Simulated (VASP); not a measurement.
Input of a VASP 6.6.1 run:

POSCAR

```
NaH
1.0
    0.0000000000      2.3970316378      2.5228757988
    2.3970316378      0.0000000000      2.5228757988
    2.3970316378      2.3970316378      0.0000000000
Na H
1 1
Direct
    0.0000000000      0.0000000000      0.0000000000
    0.5000000000      0.5000000000      0.5000000000
```

Contents of INCAR.step1:

```
PREC     = Accurate       # precision mode
ENCUT    = 520            # plane-wave cutoff, eV
ISMEAR   = -1             # smearing method
SIGMA    = 0.2            # smearing width, eV
LREAL    = F              # projectors in reciprocal space
LASPH    = T              # aspherical terms in the spheres
NELM     = 60             # most SCF steps
NBANDS   = 11             # bands
GGA      = PE             # functional
ALGO     = Normal         # electronic algorithm
EDIFF    = 1E-4           # SCF threshold, eV
LWAVE    = T              # write WAVECAR
LCHARG   = F              # write CHGCAR
```

INCAR.step2

```
PREC     = Accurate       # precision mode
ENCUT    = 520            # plane-wave cutoff, eV
EDIFF    = 1E-6           # SCF threshold, eV
ISMEAR   = -1             # smearing method
SIGMA    = 0.2            # smearing width, eV
LREAL    = F              # projectors in reciprocal space
LASPH    = T              # aspherical terms in the spheres
NELM     = 60             # most SCF steps
ALGO     = Normal         # electronic algorithm
ISIF     = 2              # what is computed and relaxed
LWAVE    = F              # write WAVECAR
LCHARG   = T              # write CHGCAR
METAGGA  = R2SCAN         # meta-GGA
LMIXTAU  = T            
LELF     = T              # ELF
LVHAR    = T            
NBANDS   = 11             # bands
ISTART   = 1
```

The input KPOINTS:

```
Automatic mesh
0
Gamma
  8 8 8
```

Potentials or basis: VASP PAW PBE potentials, release 64 (Na_pv, H).

Command:

```console
$ cat potpaw_PBE.64/Na_pv/POTCAR potpaw_PBE.64/H/POTCAR > POTCAR
$ cp INCAR.step1 INCAR
$ mpirun -np 1 vasp_std > vasp.out
$ cp INCAR.step2 INCAR
$ mpirun -np 1 vasp_std > vasp.out
```

(1) Estimate the band gap on the k mesh.

(2) What does it give for the pressure?

Answers

(1) 4.28 eV, indirect (least direct gap 5.06 eV).

(2) -1.2 GPa.

Caveat: the cell differs from its parent crystal (engineering shear strain xy +0.0000, normal strain along z +0.0525); the PAW data sets were made with another functional, which shifts forces and pressure a little.
